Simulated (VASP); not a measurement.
# CdBiO4 (P4/mmm) in VASP: notebook

CdBiO4 is run at these levels: PBE; tasks: relaxation of cell and atoms, single point.

Program: VASP 6.6.1. These are calculated values, not measurements. Logs are shortened: lines on timing, memory, paths and dates and some standing lists are left out, and cuts for length are marked.

## Step 1: The cell of the first run

The structure is tetragonal, space group P4/mmm (No. 123). The conventional cell has a = 3.006 Å, b = 3.006 Å, c = 10.513 Å, α = 90.00°, β = 90.00°, γ = 90.00°. Cd (site symmetry 4/mmm) has 10 O at 2.78 to 3.65 Å and 4 Cd at 3.01 Å within 3.7 Å. Within 3.5 Å of Bi (site symmetry 4/mmm) lie 10 O at 2.66 to 3.47 Å and 4 Bi at 3.01 Å. O (site symmetry 4mm) has 4 Cd at 2.78 Å and 9 O at 2.83 to 3.58 Å and 1 Bi at 3.47 Å within 3.7 Å. O (site symmetry 4mm) has 4 Bi at 2.66 Å and 9 O at 2.83 to 3.21 Å within 3.5 Å.

The cell was generated, and may not be a known phase.

## Step 2: Relaxation of cell and atoms, PBE

INCAR reads:

```
  PREC = Accurate
  ENCUT = 600
  EDIFF = 1E-6
  ISMEAR = 0
  SIGMA = 0.1
  LREAL = False
  LASPH = True
  NELM = 100
  ALGO = Fast
  ISIF = 3
  LWAVE = False
  LCHARG = False
  GGA = PE
  IBRION = 2
  NSW = 90
  EDIFFG = -0.04
```

KPOINTS reads:

```
regular mesh
0
Gamma
  6 6 2
```

POSCAR reads:

```
CdBiO4
1.0
    3.0058812500      0.0000000000      0.0000000000
    0.0000000000      3.0058812500      0.0000000000
    0.0000000000      0.0000000000     10.5127610000
Cd Bi O
1 1 4
Direct
    0.0000000000      0.0000000000      0.0000000000
    0.5000000000      0.5000000000      0.5000000000
    0.5000000000      0.5000000000      0.1703388400
    0.0000000000      0.0000000000      0.6526067300
    0.0000000000      0.0000000000      0.3473932700
    0.5000000000      0.5000000000      0.8296611600
```

Potentials or basis: VASP PAW PBE potentials, release 64 (Cd, Bi_d, O).

The run is started by

```
cat potpaw_PBE.64/Cd/POTCAR potpaw_PBE.64/Bi_d/POTCAR potpaw_PBE.64/O/POTCAR > POTCAR
mpirun -np 1 vasp_std > vasp.out
```

OUTCAR:

```text
PREC = Accurate
   ENCUT = 600
   EDIFF = 1E-6
   ISMEAR = 0
   LREAL = False
   LASPH = True
   NELM = 100
   ISIF = 3
   GGA = PE
   IBRION = 2
   NSW = 90
   EDIFFG = -0.04

 ion  position               nearest neighbor table
   1  0.000  0.000  0.000-   3 2.78   6 2.78   3 2.78   6 2.78   3 2.78   6 2.78   3 2.78   6 2.78

   2  0.500  0.500  0.500-   4 2.66   5 2.66   4 2.66   5 2.66   4 2.66   5 2.66   4 2.66   5 2.66

   3  0.500  0.500  0.170-   1 2.78   1 2.78   1 2.78   1 2.78
   4  0.000  0.000  0.653-   2 2.66   2 2.66   2 2.66   2 2.66
   5  0.000  0.000  0.347-   2 2.66   2 2.66   2 2.66   2 2.66
   6  0.500  0.500  0.830-   1 2.78   1 2.78   1 2.78   1 2.78

  LATTYP: Found a simple tetragonal cell.
 ALAT       =     3.0058812500
 C/A-ratio  =     3.4973973107

  Lattice vectors:

 A1 = (   3.0058812500,   0.0000000000,   0.0000000000)
 A2 = (   0.0000000000,   3.0058812500,   0.0000000000)
 A3 = (   0.0000000000,   0.0000000000,  10.5127610000)

Analysis of symmetry for initial positions (statically):
=====================================================================
 Subroutine PRICEL returns:
 Original cell was already a primitive cell.

 Routine SETGRP: Setting up the symmetry group for a
 simple tetragonal supercell.

 Subroutine GETGRP returns: Found 16 space group operations
 (whereof 16 operations were pure point group operations)
 out of a pool of 16 trial point group operations.

The static configuration has the point symmetry D_4h.

Analysis of symmetry for dynamics (positions and initial velocities):
=====================================================================
 Subroutine PRICEL returns:
 Original cell was already a primitive cell.

 Routine SETGRP: Setting up the symmetry group for a
 simple tetragonal supercell.

 Subroutine GETGRP returns: Found 16 space group operations
 (whereof 16 operations were pure point group operations)
 out of a pool of 16 trial point group operations.

The dynamic configuration has the point symmetry D_4h.

 Subroutine INISYM returns: Found 16 space group operations
 (whereof 16 operations are pure point group operations),
 and found     1 'primitive' translations

----------------------------------------------------------------------------------------

                                     Primitive cell

  volume of cell :      94.9862

  direct lattice vectors                    reciprocal lattice vectors
     3.005881250  0.000000000  0.000000000     0.332681140  0.000000000  0.000000000
     0.000000000  3.005881250  0.000000000     0.000000000  0.332681140  0.000000000
     0.000000000  0.000000000 10.512761000     0.000000000  0.000000000  0.095122490

  length of vectors
     3.005881250  3.005881250 10.512761000     0.332681140  0.332681140  0.095122490

  position of ions in fractional coordinates (direct lattice)
     0.000000000  0.000000000  0.000000000
     0.500000000  0.500000000  0.500000000
     0.500000000  0.500000000  0.170338840
     0.000000000  0.000000000  0.652606730
     0.000000000  0.000000000  0.347393270
     0.500000000  0.500000000  0.829661160

  ion indices of the primitive-cell ions
   primitive index   ion index
                 1           1
                 2           2
                 3           3
                 4           4
                 5           5
                 6           6

----------------------------------------------------------------------------------------

 KPOINTS: regular mesh

Automatic generation of k-mesh.
 Grid dimensions read from file:
 generate k-points for:    6    6    2

 Generating k-lattice:

  Cartesian coordinates                     Fractional coordinates (reciprocal lattice)
     0.055446857  0.000000000  0.000000000     0.166666667  0.000000000  0.000000000
     0.000000000  0.055446857  0.000000000     0.000000000  0.166666667  0.000000000
     0.000000000  0.000000000  0.047561245     0.000000000  0.000000000  0.500000000

  Length of vectors
     0.055446857  0.055446857  0.047561245

  Shift w.r.t. Gamma in fractional coordinates (k-lattice)
     0.000000000  0.000000000  0.000000000

 Subroutine IBZKPT returns following result:
 ===========================================

 Found     20 irreducible k-points:

 Following reciprocal coordinates:
            Coordinates               Weight
  0.000000  0.000000  0.000000      1.000000
  0.166667  0.000000  0.000000      4.000000
  0.333333  0.000000  0.000000      4.000000
  0.500000  0.000000  0.000000      2.000000
  0.166667  0.166667  0.000000      4.000000
  0.333333  0.166667  0.000000      8.000000
[... 12 lines left out ...]
  0.500000  0.333333  0.500000      4.000000
  0.500000  0.500000  0.500000      1.000000
   k-points           NKPTS =     20   k-points in BZ     NKDIM =     20   number of bands    NBANDS=     30
   number of dos      NEDOS =    301   number of ions     NIONS =      6
   total plane-waves  NPLWV =  48384
   dimension x,y,z NGX =    24 NGY =   24 NGZ =   84
   dimension x,y,z NGXF=    48 NGYF=   48 NGZF=  168
   ions per type =               1   1   4
   NGX,Y,Z   is equivalent  to a cutoff of  13.27, 13.27, 13.28 a.u.
   NGXF,Y,Z  is equivalent  to a cutoff of  26.55, 26.55, 26.57 a.u.
 SYSTEM =  unknown system
   PREC   = accura    normal or accurate (medium, high low for compatibility)
   ISTART =      0    job   : 0-new  1-cont  2-samecut
   ICHARG =      2    charge: 1-file 2-atom 10-const
   ISPIN  =      1    spin polarized calculation?
   LNONCOLLINEAR =      F non collinear calculations
   LSORBIT =      F    spin-orbit coupling
   LASPH  =      T    aspherical Exc in radial PAW
   ENCUT  =  600.0 eV  44.10 Ry    6.64 a.u.   6.00  6.00 21.00*2*pi/ulx,y,z
   NELM   =    100;   NELMIN=  2; NELMDL= -5     # of ELM steps
   EDIFF  = 0.1E-05   stopping-criterion for ELM
   LREAL  =      F    real-space projection
   EDIFFG = -.4E-01   stopping-criterion for IOM
   NSW    =     90    number of steps for IOM
   IBRION =      2    ionic relax: 0-MD 1-quasi-New 2-CG
   NFREE  =      1    steps in history (QN), initial steepest desc. (CG)
   ISIF   =      3    stress and relaxation
   ISYM   =      2    0-nonsym 1-usesym 2-fastsym
   POTIM  = 0.5000    time-step for ionic-motion
   TEBEG  =    0.0;   TEEND  =   0.0 temperature during run
   PSTRESS=    0.0 pullay stress
   NELECT =      51.0000    total number of electrons
   NUPDOWN=      -1.0000    fix difference up-down
   EMIN   =  10.00;   EMAX   =-10.00  energy-range for DOS
   EFERMI =   0.00;   METHOD = LEGACY
   ISMEAR =     0;   SIGMA  =   0.10  broadening in eV -4-tet -1-fermi 0-gaus
   EFERMI_NEDOS =   21; number of points for ismear=-14 and -15
   IALGO  =     68    algorithm
   IMIX   =      4    mixing-type and parameters
     AMIX     =   0.40;   BMIX     =  1.00
     AMIX_MAG =   1.60;   BMIX_MAG =  1.00
  volume/ion in A,a.u.               =      15.83       106.83
  Fermi-wavevector in a.u.,A,eV,Ry     =   1.330592  2.514453 24.088758  1.770474
  Thomas-Fermi vector in A             =   2.459667
   LORBIT       =      0    0 simple, 1 ext, 2 COOP (PROOUT), +10 PAW based schemes
   GGA     = PE    functional components
   LHFCALC =     F    Hartree Fock is set to
   AEXX    =    0.0000 exact exchange contribution
   IVDW    =     0    specifies the selected vdW correction
   LEPSILON=     F    determine dielectric tensor
   LRPA    =     F    only Hartree local field effects (RPA)
 conjugate gradient relaxation of ions
 non-spin polarized calculation
 RMM-DIIS sequential band-by-band and
 Gauss-broadening in eV      SIGMA  =   0.10
  energy-cutoff  :      600.00
  volume of cell :       94.99
 maximum number of plane-waves:      3216
   NGX = 13   NGY = 13   NGZ = 41

--------------------------------------- Ionic step        1  -------------------------------------------

 number of electron      51.0000013 magnetization

 Free energy of the ion-electron system (eV)
  ---------------------------------------------------
  ext. energy  EPLUGINS =         0.00000000
  ---------------------------------------------------
  free energy    TOTEN  =       -20.67928332 eV

  energy without entropy =      -20.63251096  energy(sigma->0) =      -20.65589714

------------------------ aborting loop because EDIFF is reached ----------------------------------------

  FORCE on cell =-STRESS in cart. coord.  units (eV):
  Direction    XX          YY          ZZ          XY          YZ          ZX
  --------------------------------------------------------------------------------------
  -------------------------------------------------------------------------------------
  Total       -1.7298981     -1.7298981    -17.4378873      0.0000000     -0.0000000     -0.0000000
  in kB      -29.1790177    -29.1790177   -294.1331803      0.0000000     -0.0000000     -0.0000000
  external PRESSURE =    -117.4970719 kB  Pullay stress =       0.0000000 kB
[... 101 lines left out ...]
  FREE ENERGIE OF THE ION-ELECTRON SYSTEM (eV)
  ---------------------------------------------------
  free  energy   TOTEN  =       -23.4591744545 eV

  energy  without entropy=      -23.3992608350  energy(sigma->0) =      -23.42921764

 E-fermi :   4.2975     XC(G=0): -10.8186

 val. band max:        4.2180183216   @ k =   0.1667   0.0000   0.0000
 cond. band min:       4.3194835427   @ k =   0.1667   0.0000   0.0000
 fundamental gap:      0.1014652211
 Fermi energy:         4.2974959898

 k-point     1 :       0.0000    0.0000    0.0000
  band No.  band energies     occupation
      1     -19.6033      2.00000
      2     -19.5201      2.00000
      3     -19.4043      2.00000
      4     -19.4043      2.00000
      5     -19.4037      2.00000
      6     -15.5319      2.00000
[... 649 lines left out ...]
     29       7.7152      0.00000
     30       7.7152      0.00000

[... ionic steps 4 to 17 ...]

--------------------------------------- Ionic step       18  -------------------------------------------

 number of electron      51.0000038 magnetization

------------------------ aborting loop because EDIFF is reached ----------------------------------------

  FORCE on cell =-STRESS in cart. coord.  units (eV):
  Direction    XX          YY          ZZ          XY          YZ          ZX
  --------------------------------------------------------------------------------------
  -------------------------------------------------------------------------------------
  Total       -0.1756591     -0.1756591      0.2009432      0.0000000      0.0000000     -0.0000000
  in kB       -3.6061190     -3.6061190      4.1251774      0.0000000      0.0000000     -0.0000000
  external PRESSURE =      -1.0290202 kB  Pullay stress =       0.0000000 kB
[... 65 lines left out ...]
  energy  without entropy=      -26.1086591816  energy(sigma->0) =      -26.12415846

--------------------------------------- Ionic step       20  -------------------------------------------

 number of electron      51.0000031 magnetization

 Free energy of the ion-electron system (eV)
  ---------------------------------------------------
  ext. energy  EPLUGINS =         0.00000000
  ---------------------------------------------------
  free energy    TOTEN  =       -26.14036702 eV

  energy without entropy =      -26.10874434  energy(sigma->0) =      -26.12455568

 E-fermi :   4.3691     XC(G=0): -11.2360

 val. band max:        4.3592067339   @ k =   0.1667   0.1667   0.0000
 cond. band min:       4.3835142514   @ k =   0.3333   0.3333   0.0000
 fundamental gap:      0.0243075174
 Fermi energy:         4.3690975975

 k-point     1 :       0.0000    0.0000    0.0000
  band No.  band energies     occupation
      1     -18.5643      2.00000
      2     -18.5205      2.00000
      3     -18.3544      2.00000
      4     -18.3544      2.00000
      5     -18.2700      2.00000
      6     -17.2539      2.00000
[... 682 lines left out ...]
  FREE ENERGIE OF THE ION-ELECTRON SYSTEM (eV)
  ---------------------------------------------------
  free  energy   TOTEN  =       -26.1403670230 eV

  energy  without entropy=      -26.1087443373  energy(sigma->0) =      -26.12455568

 reached required accuracy - stopping structural energy minimisation
```

It took 28 min on 1 thread of Oxide Virtual Turin-like, shared host; peak memory 0.23 GiB.

What came out:

```yaml
Free_energy: -26.1404 eV
Relaxed_volume: 12.99 Å³/atom
Relaxed_cell: a = 3.348 Å, b = 3.348 Å, c = 6.952 Å, α = 90.00°, β = 90.00°, γ = 90.00°
Space_group_after_relaxing_to_0.1_Å: P4/mmm (No. 123)
Energy_gained_by_relaxing: 910.2 meV/atom
Ionic_steps: 20
Pressure_after_relaxing: 0.2 GPa
Largest_force_after_relaxing: 0.030 eV/Å
Band_gap_on_the_k_mesh: zero (an odd number of electrons rules out a gap without spin polarisation)
```

Forces in eV/Å, atoms in the order of the input:
```
Cd   0.000  0.000  0.000
Bi   0.000  0.000  0.000
O    0.000  0.000  0.030
O    0.000  0.000  0.008
O    0.000  0.000 -0.008
O    0.000  0.000 -0.030
```

Step by step:
| step | energy change (eV) | largest force (eV/Å) | pressure (GPa) | volume (Å³) |
| --- | --- | --- | --- | --- |
| 1 | 0.0000 | 2.6339 | -11.75 | 94.99 |
| 2 | -2.5450 | 1.3186 | -1.05 | 79.41 |
| 3 | -2.7799 | 0.9456 | 6.25 | 74.83 |
| 4 | -2.7841 | 0.8851 | 7.45 | 74.24 |
| 5 | -3.4306 | 0.9476 | 1.20 | 78.24 |
| 6 | -4.4304 | 1.1436 | -13.41 | 88.65 |
| 7 | -4.3978 | 1.2462 | -11.22 | 86.15 |
| 8 | -4.6402 | 1.0432 | -10.61 | 85.46 |
| 9 | -4.7533 | 0.8672 | -9.17 | 84.70 |
| 10 | -4.7677 | 1.1593 | -8.35 | 84.37 |
| 11 | -4.9519 | 1.5464 | -5.40 | 81.75 |
| 12 | -5.1590 | 1.9205 | 3.42 | 76.12 |
| 13 | -5.3088 | 1.1296 | 4.00 | 75.29 |
| 14 | -5.3791 | 0.1710 | 6.03 | 73.96 |
| 15 | -5.4370 | 0.4543 | 1.86 | 76.18 |
| 16 | -5.4452 | 0.6291 | -0.25 | 77.45 |
| 17 | -5.4587 | 0.1866 | -0.16 | 77.90 |
| 18 | -5.4596 | 0.0899 | -0.10 | 78.04 |
| 19 | -5.4604 | 0.0662 | -0.04 | 78.02 |
| 20 | -5.4611 | 0.0298 | 0.16 | 77.94 |

Final structure:
```
CELL_PARAMETERS angstrom
3.34849 0.00000 0.00000
0.00000 3.34849 0.00000
0.00000 0.00000 6.95165
ATOMIC_POSITIONS crystal
Cd 0.00000 0.00000 0.00000
Bi 0.50000 0.50000 0.50000
O 0.50000 0.50000 0.10670
O 0.00000 0.00000 0.66485
O 0.00000 0.00000 0.33515
O 0.50000 0.50000 0.89330
```

Caveat: the volume moved by over 15 % at a fixed basis, so the end points are rough; spin-orbit coupling is left out, which moves the levels of the heavy elements; an odd number of electrons without spin polarisation forces a metal; a magnetic or distorted state may lie lower.

[end of part 1 of 2]

The gap in the log of VASP goes by the Fermi energy; the results here count the filled bands.